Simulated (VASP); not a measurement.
# Cu (P6_3/mmc) in VASP: single point with PBE

Aim: the single point of Cu with PBE.

Everything below comes from runs of VASP 6.6.1. Logs are shortened: lines on timing, memory, paths and dates and some standing lists are left out, and cuts for length are marked.

**1. The cell of the first run**

Symmetry: P6_3/mmc, No. 194, hexagonal system. The conventional cell has a = 2.567 Å, b = 2.567 Å, c = 4.192 Å, α = 90.00°, β = 90.00°, γ = 120.00°. Cu (site symmetry -6m2) has 12 Cu at 2.57 Å within 3.4 Å.

This isn't the form of Cu at room conditions, which is fcc.

**2. Single point, PBE**

INCAR

```
SYSTEM = Cu
PREC = Accurate ; ENCUT = 700
EDIFF = 1E-6 ; ISMEAR = 0
SIGMA = 0.15 ; LREAL = .FALSE.
LASPH = .TRUE. ; NELM = 120
ALGO = Normal ; ISIF = 2
LWAVE = .FALSE. ; LCHARG = .TRUE.
GGA = PE ; LELF = .TRUE.
LVHAR = .TRUE. ; NBANDS = 26
GGA_COMPAT = .FALSE.
```

KPOINTS

```
regular mesh
0
G
  21 21 10
  0 0 0
```

POSCAR

```
Cu
1.0
    2.5672412656      0.0000000000      0.0000000000
   -1.2836206328      2.2232961536      0.0000000000
    0.0000000000      0.0000000000      4.1920560930
Cu
2
Direct
    0.3333333333      0.6666666667      0.2500000000
    0.6666666667      0.3333333333      0.7500000000
```

Potentials or basis: VASP PAW PBE potentials, release 64 (Cu_sv_GW).

Run with:

```sh
cat potpaw_PBE.64/Cu_sv_GW/POTCAR > POTCAR
mpirun -np 1 vasp_std > vasp.out
```

OUTCAR:

```text
SYSTEM = Cu
   PREC = Accurate
   ENCUT = 700
   EDIFF = 1E-6
   ISMEAR = 0
   LREAL = .FALSE.
   LASPH = .TRUE.
   NELM = 120
   ISIF = 2
   GGA = PE

 ion  position               nearest neighbor table
   1  0.333  0.667  0.250-   2 2.57   2 2.57   2 2.57   2 2.57   2 2.57   2 2.57
   2  0.667  0.333  0.750-   1 2.57   1 2.57   1 2.57   1 2.57   1 2.57   1 2.57

  LATTYP: Found a hexagonal cell.
 ALAT       =     2.5672412656
 C/A-ratio  =     1.6329030501

  Lattice vectors:

 A1 = (   2.5672412656,   0.0000000000,   0.0000000000)
 A2 = (  -1.2836206328,   2.2232961536,   0.0000000000)
 A3 = (   0.0000000000,   0.0000000000,   4.1920560930)

Analysis of symmetry for initial positions (statically):
=====================================================================
 Subroutine PRICEL returns:
 Original cell was already a primitive cell.

 Routine SETGRP: Setting up the symmetry group for a
 hexagonal supercell.

 Subroutine GETGRP returns: Found 24 space group operations
 (whereof 12 operations were pure point group operations)
 out of a pool of 24 trial point group operations.

The static configuration has the point symmetry D_3d.
 The point group associated with its full space group is D_6h.

Analysis of symmetry for dynamics (positions and initial velocities):
=====================================================================
 Subroutine PRICEL returns:
 Original cell was already a primitive cell.

 Routine SETGRP: Setting up the symmetry group for a
 hexagonal supercell.

 Subroutine GETGRP returns: Found 24 space group operations
 (whereof 12 operations were pure point group operations)
 out of a pool of 24 trial point group operations.

The dynamic configuration has the point symmetry D_3d.
 The point group associated with its full space group is D_6h.

 Subroutine INISYM returns: Found 24 space group operations
 (whereof 12 operations are pure point group operations),
 and found     1 'primitive' translations

----------------------------------------------------------------------------------------

                                     Primitive cell

  volume of cell :      23.9272

  direct lattice vectors                    reciprocal lattice vectors
     2.567241266  0.000000000  0.000000000     0.389523187  0.224891317  0.000000000
    -1.283620633  2.223296154  0.000000000     0.000000000  0.449782634  0.000000000
     0.000000000  0.000000000  4.192056093     0.000000000  0.000000000  0.238546426

  length of vectors
     2.567241266  2.567241266  4.192056093     0.449782634  0.449782634  0.238546426

  position of ions in fractional coordinates (direct lattice)
     0.333333333  0.666666667  0.250000000
     0.666666667  0.333333333  0.750000000

  ion indices of the primitive-cell ions
   primitive index   ion index
                 1           1
                 2           2

----------------------------------------------------------------------------------------

 KPOINTS: regular mesh

Automatic generation of k-mesh.
 Grid dimensions read from file:
 generate k-points for:   21   21   10

 Generating k-lattice:

  Cartesian coordinates                     Fractional coordinates (reciprocal lattice)
     0.018548723  0.010709110  0.000000000     0.047619048  0.000000000  0.000000000
     0.000000000  0.021418221  0.000000000     0.000000000  0.047619048  0.000000000
     0.000000000  0.000000000  0.023854643     0.000000000  0.000000000  0.100000000

  Length of vectors
     0.021418221  0.021418221  0.023854643

  Shift w.r.t. Gamma in fractional coordinates (k-lattice)
     0.000000000  0.000000000  0.000000000

 Subroutine IBZKPT returns following result:
 ===========================================

 Found    288 irreducible k-points:

 Following reciprocal coordinates:
            Coordinates               Weight
  0.000000  0.000000  0.000000      1.000000
  0.047619  0.000000  0.000000      6.000000
  0.095238  0.000000  0.000000      6.000000
  0.142857  0.000000  0.000000      6.000000
  0.190476  0.000000  0.000000      6.000000
  0.238095  0.000000  0.000000      6.000000
[... 16 lines left out ...]
  0.142857  0.095238  0.000000     12.000000
  0.190476  0.095238  0.000000     12.000000
 [... further k-points ...]
   k-points           NKPTS =    288   k-points in BZ     NKDIM =    288   number of bands    NBANDS=     26
   number of dos      NEDOS =    301   number of ions     NIONS =      2
   total plane-waves  NPLWV =  20736
   dimension x,y,z NGX =    24 NGY =   24 NGZ =   36
   dimension x,y,z NGXF=    48 NGYF=   48 NGZF=   72
   ions per type =               2
   NGX,Y,Z   is equivalent  to a cutoff of  15.54, 15.54, 14.28 a.u.
   NGXF,Y,Z  is equivalent  to a cutoff of  31.08, 31.08, 28.55 a.u.
 SYSTEM =  Cu
   PREC   = accura    normal or accurate (medium, high low for compatibility)
   ISTART =      0    job   : 0-new  1-cont  2-samecut
   ICHARG =      2    charge: 1-file 2-atom 10-const
   ISPIN  =      1    spin polarized calculation?
   LNONCOLLINEAR =      F non collinear calculations
   LSORBIT =      F    spin-orbit coupling
   LASPH  =      T    aspherical Exc in radial PAW
   ENCUT  =  700.0 eV  51.45 Ry    7.17 a.u.   5.54  5.54  9.04*2*pi/ulx,y,z
   NELM   =    120;   NELMIN=  2; NELMDL= -5     # of ELM steps
   EDIFF  = 0.1E-05   stopping-criterion for ELM
   LREAL  =      F    real-space projection
   EDIFFG = 0.1E-04   stopping-criterion for IOM
   NSW    =      0    number of steps for IOM
   IBRION =     -1    ionic relax: 0-MD 1-quasi-New 2-CG
   NFREE  =      0    steps in history (QN), initial steepest desc. (CG)
   ISIF   =      2    stress and relaxation
   ISYM   =      2    0-nonsym 1-usesym 2-fastsym
   POTIM  = 0.5000    time-step for ionic-motion
   TEBEG  =    0.0;   TEEND  =   0.0 temperature during run
   PSTRESS=    0.0 pullay stress
   NELECT =      38.0000    total number of electrons
   NUPDOWN=      -1.0000    fix difference up-down
   EMIN   =  10.00;   EMAX   =-10.00  energy-range for DOS
   EFERMI =   0.00;   METHOD = LEGACY
   ISMEAR =     0;   SIGMA  =   0.15  broadening in eV -4-tet -1-fermi 0-gaus
   EFERMI_NEDOS =   21; number of points for ismear=-14 and -15
   IALGO  =     38    algorithm
   IMIX   =      4    mixing-type and parameters
     AMIX     =   0.40;   BMIX     =  1.00
     AMIX_MAG =   1.60;   BMIX_MAG =  1.00
  volume/ion in A,a.u.               =      11.96        80.73
  Fermi-wavevector in a.u.,A,eV,Ry     =   1.910025  3.609423 49.636702  3.648195
  Thomas-Fermi vector in A             =   2.946954
   LORBIT       =      0    0 simple, 1 ext, 2 COOP (PROOUT), +10 PAW based schemes
   GGA     = PE    functional components
   LHFCALC =     F    Hartree Fock is set to
   AEXX    =    0.0000 exact exchange contribution
   IVDW    =     0    specifies the selected vdW correction
   LEPSILON=     F    determine dielectric tensor
   LRPA    =     F    only Hartree local field effects (RPA)
 non-spin polarized calculation
 Gauss-broadening in eV      SIGMA  =   0.15
  energy-cutoff  :      700.00
  volume of cell :       23.93
 maximum number of plane-waves:      1038
 NGX is ok and might be reduce to    24
   NGX = 11   NGY = 11   NGZ = 19

 number of electron      38.0000034 magnetization

 Free energy of the ion-electron system (eV)
  ---------------------------------------------------
  ext. energy  EPLUGINS =         0.00000000
  ---------------------------------------------------
  free energy    TOTEN  =        -7.57443896 eV

  energy without entropy =       -7.56764021  energy(sigma->0) =       -7.57103959

 E-fermi :   7.4400     XC(G=0): -13.2780

 val. band max:        7.4347347120   @ k =   0.4762   0.0476   0.3000
 cond. band min:       7.4470377100   @ k =   0.0952   0.0000   0.0000
 fundamental gap:      0.0123029980
 Fermi energy:         7.4400325667

 k-point     1 :       0.0000    0.0000    0.0000
  band No.  band energies     occupation
      1    -105.1099      2.00000
      2    -105.0952      2.00000
      3     -62.5333      2.00000
      4     -62.4537      2.00000
      5     -62.4537      2.00000
      6     -62.4402      2.00000
[... 18 lines left out ...]
     25      30.6231      0.00000
     26      30.6536      0.00000

 k-point     2 :       0.0476    0.0000    0.0000
  band No.  band energies     occupation
      1    -105.1099      2.00000
      2    -105.0953      2.00000
      3     -62.5329      2.00000
      4     -62.4557      2.00000
      5     -62.4545      2.00000
      6     -62.4423      2.00000
[... 18 lines left out ...]
     25      31.3795      0.00000
     26      31.6096      0.00000

 k-point     3 :       0.0952    0.0000    0.0000
  band No.  band energies     occupation
      1    -105.1093      2.00000
      2    -105.0957      2.00000
      3     -62.5310      2.00000
      4     -62.4620      2.00000
      5     -62.4567      2.00000
      6     -62.4476      2.00000
[... 18 lines left out ...]
     25      31.6211      0.00000
     26      31.9881      0.00000

 k-point     4 :       0.1429    0.0000    0.0000
  band No.  band energies     occupation
      1    -105.1079      2.00000
      2    -105.0951      2.00000
      3     -62.5276      2.00000
      4     -62.4697      2.00000
      5     -62.4592      2.00000
      6     -62.4550      2.00000
[... 18 lines left out ...]
     25      29.9910      0.00000
     26      31.4127      0.00000
[... 496 lines left out ...]
      1    -105.1068      2.00000
      2    -105.0951      2.00000
      3     -62.5259      2.00000
      4     -62.4729      2.00000
      5     -62.4645      2.00000
      6     -62.4557      2.00000
[... 18 lines left out ...]
     25      30.0637      0.00000
     26      30.3405      0.00000

 k-point    23 :       0.1429    0.0952    0.0000
  band No.  band energies     occupation
      1    -105.1051      2.00000
      2    -105.0942      2.00000
      3     -62.5215      2.00000
      4     -62.4807      2.00000
      5     -62.4720      2.00000
      6     -62.4606      2.00000
[... 18 lines left out ...]
     25      28.6769      0.00000
     26      29.3394      0.00000

 k-point    24 :       0.1905    0.0952    0.0000
  band No.  band energies     occupation
      1    -105.1031      2.00000
      2    -105.0932      2.00000
      3     -62.5156      2.00000
      4     -62.4903      2.00000
      5     -62.4808      2.00000
      6     -62.4653      2.00000
[... 18 lines left out ...]
     25      26.8242      0.00000
     26      28.5430      0.00000

 [... further k-points ...]

------------------------ aborting loop because EDIFF is reached ----------------------------------------

  FORCE on cell =-STRESS in cart. coord.  units (eV):
  Direction    XX          YY          ZZ          XY          YZ          ZX
  --------------------------------------------------------------------------------------
  -------------------------------------------------------------------------------------
  Total       -0.8323181     -0.8323181     -0.5975127     -0.0000000     -0.0000000      0.0000000
  in kB      -55.7325387    -55.7325387    -40.0098224     -0.0000000     -0.0000000      0.0000000
  external PRESSURE =     -50.4916332 kB  Pullay stress =       0.0000000 kB

 VOLUME and BASIS-vectors are now :
 -----------------------------------------------------------------------------
  energy-cutoff  :      700.00
  volume of cell :       23.93
      direct lattice vectors                 reciprocal lattice vectors
     2.567241266  0.000000000  0.000000000     0.389523187  0.224891317  0.000000000
    -1.283620633  2.223296154  0.000000000     0.000000000  0.449782634  0.000000000
     0.000000000  0.000000000  4.192056093     0.000000000  0.000000000  0.238546426

 POSITION                                       TOTAL-FORCE (eV/Angst)
 -----------------------------------------------------------------------------------
     -0.00000      1.48220      1.04801        -0.000000     -0.000000      0.000000
      1.28362      0.74110      3.14404         0.000000      0.000000      0.000000
 -----------------------------------------------------------------------------------
    total drift:                               -0.000000      0.000000     -0.000000

  FREE ENERGIE OF THE ION-ELECTRON SYSTEM (eV)
  ---------------------------------------------------
  free  energy   TOTEN  =        -7.5744389637 eV

  energy  without entropy=       -7.5676402120  energy(sigma->0) =       -7.57103959
```

Wall time 2.7 min (1 thread of Intel Xeon Platinum 8488C (Sapphire Rapids), shared host); peak memory 0.38 GiB.

Results:

| Quantity | Value |
| --- | --- |
| Free energy | -7.5744 eV |
| Pressure | -5.0 GPa |
| Band gap on the k mesh | zero (bands 19 and 20 overlap by 5.89 eV) |

Caveat: the cell stands under tension.
